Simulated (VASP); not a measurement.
# La in VASP: notebook

Aim: see how the results for La move with the level of theory and the settings. Levels: PBE, LDA. Tasks: single point.

Everything below comes from runs of VASP 6.6.1. Logs are shortened: lines on timing, memory, paths and dates and some standing lists are left out, and cuts for length are marked.

### 1 The cell of the first run

It takes space group P6_3/mmc (No. 194, hexagonal). Conventional cell: a = 3.820 Å, b = 3.820 Å, c = 12.319 Å, α = 90.00°, β = 90.00°, γ = 120.00°. La (site symmetry -6m2) has 12 La at 3.79 to 3.82 Å within 5.0 Å. La (site symmetry -3m) has 12 La at 3.79 to 3.82 Å within 5.0 Å.

### 2 Single point, PBE

The input, INCAR:

```
SYSTEM = La
PREC = Accurate ; ENCUT = 520
EDIFF = 1E-7 ; ISMEAR = -1
SIGMA = 0.05 ; LREAL = .FALSE.
LASPH = .TRUE. ; NELM = 100
ALGO = Normal ; ISIF = 2
LWAVE = .FALSE. ; LCHARG = .FALSE.
GGA = PE ; NBANDS = 30
```

The input, KPOINTS:

```
Automatic mesh
0
G
  8 8 3
  0 0 0
```

The input, POSCAR:

```
La
1.0
    3.8196109524      0.0000000000      0.0000000000
   -1.9098054762      3.3078801174      0.0000000000
    0.0000000000      0.0000000000     12.3190051910
La
4
Direct
    0.6666666667      0.3333333333      0.2500000000
    0.3333333333      0.6666666667      0.7500000000
    0.0000000000      0.0000000000      0.5000000000
    0.0000000000      0.0000000000      0.0000000000
```

Potentials or basis: VASP PAW PBE potentials, release 64 (La).

Launch:

```
> cat potpaw_PBE.64/La/POTCAR > POTCAR
> mpirun -np 1 vasp_std > vasp.out
```

OUTCAR:

```text
SYSTEM = La
   PREC = Accurate
   ENCUT = 520
   EDIFF = 1E-7
   ISMEAR = -1
   LREAL = .FALSE.
   LASPH = .TRUE.
   NELM = 100
   ISIF = 2
   GGA = PE

 ion  position               nearest neighbor table
   1  0.667  0.333  0.250-
   2  0.333  0.667  0.750-
   3  0.000  0.000  0.500-
   4  0.000  0.000  0.000-

  LATTYP: Found a hexagonal cell.
 ALAT       =     3.8196109524
 C/A-ratio  =     3.2251989390

  Lattice vectors:

 A1 = (   3.8196109524,   0.0000000000,   0.0000000000)
 A2 = (  -1.9098054762,   3.3078801174,   0.0000000000)
 A3 = (   0.0000000000,   0.0000000000,  12.3190051910)

Analysis of symmetry for initial positions (statically):
=====================================================================
 Subroutine PRICEL returns:
 Original cell was already a primitive cell.

 Routine SETGRP: Setting up the symmetry group for a
 hexagonal supercell.

 Subroutine GETGRP returns: Found 24 space group operations
 (whereof 12 operations were pure point group operations)
 out of a pool of 24 trial point group operations.

The static configuration has the point symmetry D_3d.
 The point group associated with its full space group is D_6h.

Analysis of symmetry for dynamics (positions and initial velocities):
=====================================================================
 Subroutine PRICEL returns:
 Original cell was already a primitive cell.

 Routine SETGRP: Setting up the symmetry group for a
 hexagonal supercell.

 Subroutine GETGRP returns: Found 24 space group operations
 (whereof 12 operations were pure point group operations)
 out of a pool of 24 trial point group operations.

The dynamic configuration has the point symmetry D_3d.
 The point group associated with its full space group is D_6h.

 Subroutine INISYM returns: Found 24 space group operations
 (whereof 12 operations are pure point group operations),
 and found     1 'primitive' translations

----------------------------------------------------------------------------------------

                                     Primitive cell

  volume of cell :     155.6484

  direct lattice vectors                    reciprocal lattice vectors
[... 78 lines left out ...]
   ISTART =      0    job   : 0-new  1-cont  2-samecut
   ICHARG =      2    charge: 1-file 2-atom 10-const
   ISPIN  =      1    spin polarized calculation?
   LNONCOLLINEAR =      F non collinear calculations
   LSORBIT =      F    spin-orbit coupling
   LASPH  =      T    aspherical Exc in radial PAW
   ENCUT  =  520.0 eV  38.22 Ry    6.18 a.u.   7.10  7.10 22.91*2*pi/ulx,y,z
   NELM   =    100;   NELMIN=  2; NELMDL= -5     # of ELM steps
   EDIFF  = 0.1E-06   stopping-criterion for ELM
   LREAL  =      F    real-space projection
   EDIFFG = 0.1E-05   stopping-criterion for IOM
   NSW    =      0    number of steps for IOM
   IBRION =     -1    ionic relax: 0-MD 1-quasi-New 2-CG
   NFREE  =      0    steps in history (QN), initial steepest desc. (CG)
   ISIF   =      2    stress and relaxation
   ISYM   =      2    0-nonsym 1-usesym 2-fastsym
   POTIM  = 0.5000    time-step for ionic-motion
   TEBEG  =    0.0;   TEEND  =   0.0 temperature during run
   PSTRESS=    0.0 pullay stress
   NELECT =      44.0000    total number of electrons
   NUPDOWN=      -1.0000    fix difference up-down
   EMIN   =  10.00;   EMAX   =-10.00  energy-range for DOS
   EFERMI =   0.00;   METHOD = LEGACY
   ISMEAR =    -1;   SIGMA  =   0.05  broadening in eV -4-tet -1-fermi 0-gaus
   EFERMI_NEDOS =   21; number of points for ismear=-14 and -15
   IALGO  =     38    algorithm
   IMIX   =      4    mixing-type and parameters
     AMIX     =   0.40;   BMIX     =  1.00
     AMIX_MAG =   1.60;   BMIX_MAG =  1.00
  volume/ion in A,a.u.               =      38.91       262.59
  Fermi-wavevector in a.u.,A,eV,Ry     =   1.074429  2.030376 15.706521  1.154397
  Thomas-Fermi vector in A             =   2.210256
   LORBIT       =      0    0 simple, 1 ext, 2 COOP (PROOUT), +10 PAW based schemes
   GGA     = PE    functional components
   LHFCALC =     F    Hartree Fock is set to
   AEXX    =    0.0000 exact exchange contribution
   IVDW    =     0    specifies the selected vdW correction
   LEPSILON=     F    determine dielectric tensor
   LRPA    =     F    only Hartree local field effects (RPA)
 non-spin polarized calculation
  energy-cutoff  :      520.00
  volume of cell :      155.65
 maximum number of plane-waves:      4221
   NGX = 15   NGY = 15   NGZ = 45

 number of electron      44.0000001 magnetization

 Free energy of the ion-electron system (eV)
  ---------------------------------------------------
  ext. energy  EPLUGINS =         0.00000000
  ---------------------------------------------------
  free energy    TOTEN  =       -19.55123954 eV

  energy without entropy =      -19.49802678  energy(sigma->0) =      -19.52463316

 E-fermi :   7.4352     XC(G=0):  -9.3743

 val. band max:        7.4242671658   @ k =   0.3750   0.2500   0.3333
 cond. band min:       7.4359177734   @ k =   0.2500   0.1250   0.0000
 fundamental gap:      0.0116506077
 Fermi energy:         7.4352315237

 k-point     1 :       0.0000    0.0000    0.0000
  band No.  band energies     occupation
      1     -25.5146      2.00000
      2     -25.4346      2.00000
      3     -25.4269      2.00000
      4     -25.3444      2.00000
      5      -9.8094      2.00000
      6      -9.2342      2.00000
[... 649 lines left out ...]
     29       8.9605      0.00000
     30       8.9771      0.00000

------------------------ aborting loop because EDIFF is reached ----------------------------------------

  FORCE on cell =-STRESS in cart. coord.  units (eV):
  Direction    XX          YY          ZZ          XY          YZ          ZX
  --------------------------------------------------------------------------------------
  -------------------------------------------------------------------------------------
  Total       -1.0547336     -1.0547336     -1.0643807      0.0000000      0.0000000     -0.0000000
  in kB      -10.8569751    -10.8569751    -10.9562779      0.0000000      0.0000000     -0.0000000
  external PRESSURE =     -10.8900760 kB  Pullay stress =       0.0000000 kB

 VOLUME and BASIS-vectors are now :
 -----------------------------------------------------------------------------
  energy-cutoff  :      520.00
  volume of cell :      155.65
      direct lattice vectors                 reciprocal lattice vectors
     3.819610952  0.000000000  0.000000000     0.261806768  0.151154208  0.000000000
    -1.909805476  3.307880117  0.000000000     0.000000000  0.302308416  0.000000000
     0.000000000  0.000000000 12.319005191     0.000000000  0.000000000  0.081175386

 POSITION                                       TOTAL-FORCE (eV/Angst)
 -----------------------------------------------------------------------------------
      1.90981      1.10263      3.07975         0.000000     -0.000000      0.000000
     -0.00000      2.20525      9.23925        -0.000000      0.000000     -0.000000
      0.00000      0.00000      6.15950         0.000000      0.000000      0.000000
      0.00000      0.00000      0.00000         0.000000      0.000000      0.000000
 -----------------------------------------------------------------------------------
    total drift:                               -0.000000      0.000000      0.000000

  FREE ENERGIE OF THE ION-ELECTRON SYSTEM (eV)
  ---------------------------------------------------
  free  energy   TOTEN  =       -19.5512395393 eV

  energy  without entropy=      -19.4980267787  energy(sigma->0) =      -19.52463316
```

stdout:

```text
POSCAR found type information on POSCAR La
 POSCAR found :  1 types and       4 ions
 scaLAPACK will be used
 LDA part: xc-table for (Slater+PW92), standard interpolation
 POSCAR, INCAR and KPOINTS ok, starting setup
 FFT: planning ... GRIDC
 FFT: planning ... GRID_SOFT
 FFT: planning ... GRID
 WAVECAR not read
 entering main loop
```

It took 60 s on 1 thread of Intel Xeon 6975P-C (Granite Rapids), shared host; peak memory 0.29 GiB.

What came out:

```yaml
Free_energy: -19.5512 eV
Pressure: -1.1 GPa
Band_gap_on_the_k_mesh: zero (bands 22 and 23 overlap by 1.14 eV)
```

Levels at points of the mesh, in eV from the Fermi level:
| k point | band 20 | band 21 | band 22 | band 23 | band 24 | band 25 |
| --- | --- | --- | --- | --- | --- | --- |
| (0.00, 0.00, 0.00) | -1.69 | 0.47 | 0.58 | 1.23 | 1.23 | 1.24 |
| (0.50, 0.00, 0.00) | -1.02 | -0.62 | -0.30 | -0.20 | 0.41 | 0.85 |

Caveat: spin-orbit coupling is left out, which moves the levels of the heavy elements.

### 3 Single point, PBE

This run uses another cell than the first one, of 39.66 Å³/atom.

The input, INCAR:

```
  ALGO = Normal
  EDIFF = 1E-6
  ENCUT = 520
  GGA = PE
  ISIF = 2
  ISMEAR = -1
  LASPH = T
  LCHARG = F
  LREAL = F
  LWAVE = F
  NBANDS = 30
  NELM = 60
  PREC = Accurate
  SIGMA = 0.05
```

The input, KPOINTS:

```
k-points
0
Gamma
  8 8 3
```

The input, POSCAR:

```
La
1.0
    3.8439403405      0.0000000000      0.0000000000
   -1.9219701703      3.3289499856      0.0000000000
    0.0000000000      0.0000000000     12.3974723078
La
4
Direct
    0.6666666667      0.3333333333      0.2500000000
    0.3333333333      0.6666666667      0.7500000000
    0.0000000000      0.0000000000      0.5000000000
    0.0000000000      0.0000000000      0.0000000000
```

Potentials or basis: VASP PAW PBE potentials, release 64 (La).

Launch:

```
> cat potpaw_PBE.64/La/POTCAR > POTCAR
> mpirun -np 1 vasp_std > vasp.out
```

Run time: 59 s. Hardware: 1 thread of Intel Xeon 6975P-C (Granite Rapids), shared host; peak memory 0.31 GiB.

Results (log left out):

```yaml
Free_energy: -19.5273 eV
Pressure: -1.5 GPa
Band_gap_on_the_k_mesh: zero (bands 22 and 23 overlap by 1.10 eV)
```

Levels at points of the mesh, in eV from the Fermi level:
| k point | band 18 | band 19 | band 20 | band 21 | band 22 | band 23 | band 24 | band 25 | band 26 | band 27 |
| --- | --- | --- | --- | --- | --- | --- | --- | --- | --- | --- |
| (0.00, 0.00, 0.00) | -1.94 | -1.94 | -1.67 | 0.46 | 0.57 | 1.22 | 1.23 | 1.24 | 1.26 | 1.31 |
| (0.50, 0.00, 0.00) | -1.71 | -1.41 | -0.99 | -0.60 | -0.30 | -0.19 | 0.41 | 0.82 | 1.18 | 1.37 |

Caveat: spin-orbit coupling is left out, which moves the levels of the heavy elements.

### 4 Single point, PBE (atoms moved at random)

The input, INCAR:

```
PREC = Accurate
ENCUT = 520
EDIFF = 1E-6
ISMEAR = -1
SIGMA = 0.05
LREAL = False
LASPH = True
NELM = 100
ALGO = Fast
ISIF = 2
LWAVE = False
LCHARG = False
GGA = PE
NBANDS = 30
```

The input, KPOINTS:

```
Automatic mesh
0
Gamma
  8 8 3
```

The input, POSCAR:

```
La
1.0
    3.7700000000      0.0000000000      0.0000000000
   -1.8850000000      3.2649157723      0.0000000000
    0.0000000000      0.0000000000     12.1590000000
La
4
Direct
    0.6497790000      0.3193630000      0.2477750000
    0.3322830000      0.6725800000      0.7494700000
    0.0098450000      0.0060730000      0.4990400000
    0.0097420000      0.0178620000     -0.0021170000
```

Launch:

```
> cat potpaw_PBE.64/La/POTCAR > POTCAR
> mpirun -np 1 vasp_std > vasp.out
```

It took 16 min on 1 thread of Intel Xeon 6975P-C (Granite Rapids), shared host; peak memory 0.52 GiB.

The run converged. Its results:

```
Free energy            : -19.5710 eV
Pressure               : -0.2 GPa
Largest force          : 0.048 eV/Å
Band gap on the k mesh : zero (bands 22 and 23 overlap by 1.20 eV)
```

Forces in eV/Å, atoms in the order of the input:
```
La   0.021  0.038  0.021
La   0.008  0.000 -0.026
La  -0.021 -0.010 -0.017
La  -0.008 -0.028  0.022
```

Stress tensor (GPa, compression positive):
```
-0.11  0.03  0.00
 0.03 -0.21  0.00
 0.00  0.00 -0.21
```

Levels at points of the mesh, in eV from the Fermi level:
```csv
k point,band 20,band 21,band 22,band 23,band 24,band 25
"(0.00, 0.00, 0.00)",-1.74,0.48,0.61,1.24,1.27,1.28
"(0.50, 0.00, 0.00)",-1.07,-0.66,-0.29,-0.21,0.41,0.92
"(0.00, 0.50, 0.00)",-1.07,-0.69,-0.31,-0.23,0.46,0.92
"(0.50, 0.50, 0.00)",-1.07,-0.66,-0.30,-0.21,0.41,0.92
```

Caveat: the cell differs from its parent crystal (atoms moved at random); spin-orbit coupling is left out, which moves the levels of the heavy elements.

### 5 Single point, LDA

This run uses another cell than the first one, of 37.42 Å³/atom.

The input, INCAR:

```
PREC = Accurate
ENCUT = 520
EDIFF = 1E-7
ISMEAR = -1
SIGMA = 0.05
LREAL = F
LASPH = T
NELM = 100
ALGO = Normal
ISIF = 2
LWAVE = F
LCHARG = F
GGA = CA
NBANDS = 30
```

The input, KPOINTS:

```
regular mesh
0
Gamma
  8 8 3
```

The input, POSCAR:

```
La
1.0
    3.7700000000      0.0000000000      0.0000000000
   -1.8850000000      3.2649157723      0.0000000000
    0.0000000000      0.0000000000     12.1590000000
La
4
Direct
    0.6666666667      0.3333333333      0.2500000000
    0.3333333333      0.6666666667      0.7500000000
    0.0000000000      0.0000000000      0.5000000000
    0.0000000000      0.0000000000      0.0000000000
```

Potentials or basis: VASP PAW LDA potentials, release 64 (La).

Launch:

```
> cat potpaw_LDA.64/La/POTCAR > POTCAR
> mpirun -np 1 vasp_std > vasp.out
```

Wall time 4.2 min (1 thread of AMD EPYC 7R43 (Zen 3), shared host); peak memory 0.22 GiB.

The run converged. Its results:

```yaml
Free_energy: -22.0982 eV
Pressure: -3.7 GPa
Band_gap_on_the_k_mesh: zero (bands 22 and 23 overlap by 1.11 eV)
```

Stress tensor (GPa, compression positive):
```
-3.64  0.00  0.00
 0.00 -3.64  0.00
 0.00  0.00 -3.72
```

Levels at points of the mesh, in eV from the Fermi level:
| k point | band 19 | band 20 | band 21 | band 22 | band 23 | band 24 | band 25 | band 26 |
| --- | --- | --- | --- | --- | --- | --- | --- | --- |
| (0.00, 0.00, 0.00) | -1.90 | -1.76 | 0.46 | 0.58 | 1.13 | 1.14 | 1.20 | 1.23 |
| (0.50, 0.00, 0.00) | -1.53 | -1.07 | -0.66 | -0.30 | -0.20 | 0.39 | 0.87 | 1.18 |

Caveat: the cell stands under tension; spin-orbit coupling is left out, which moves the levels of the heavy elements.

### 6 Overview

| level | potentials or basis | cell | gap on the mesh (eV) | pressure (GPa) |
| --- | --- | --- | --- | --- |
| PBE | VASP PAW PBE potentials, release 64 (La) | a = 3.820, b = 3.820, c = 12.319 Å, angles 90.0, 90.0, 120.0°, 4 atoms, atomic positions A | none | -1.1 |
| PBE | VASP PAW PBE potentials, release 64 (La) | a = 3.844, b = 3.844, c = 12.397 Å, angles 90.0, 90.0, 120.0°, 4 atoms, atomic positions A | none | -1.5 |
| PBE | VASP PAW PBE potentials, release 64 (La) | a = 3.770, b = 3.770, c = 12.159 Å, angles 90.0, 90.0, 120.0°, 4 atoms, atomic positions B | none | -0.2 |
| LDA | VASP PAW LDA potentials, release 64 (La) | a = 3.770, b = 3.770, c = 12.159 Å, angles 90.0, 90.0, 120.0°, 4 atoms, atomic positions A | none | -3.7 |

Alike in all rows: task single point; no spin polarisation; k mesh 8 × 8 × 3; cutoff (eV) 520; smearing fermi-dirac 0.05 eV.

Caveats: spin-orbit coupling is left out, which moves the levels of the heavy elements; the cell stands under tension (at least some runs).

Total energies depend on the potentials used, so only differences within one code and one set of settings carry meaning.
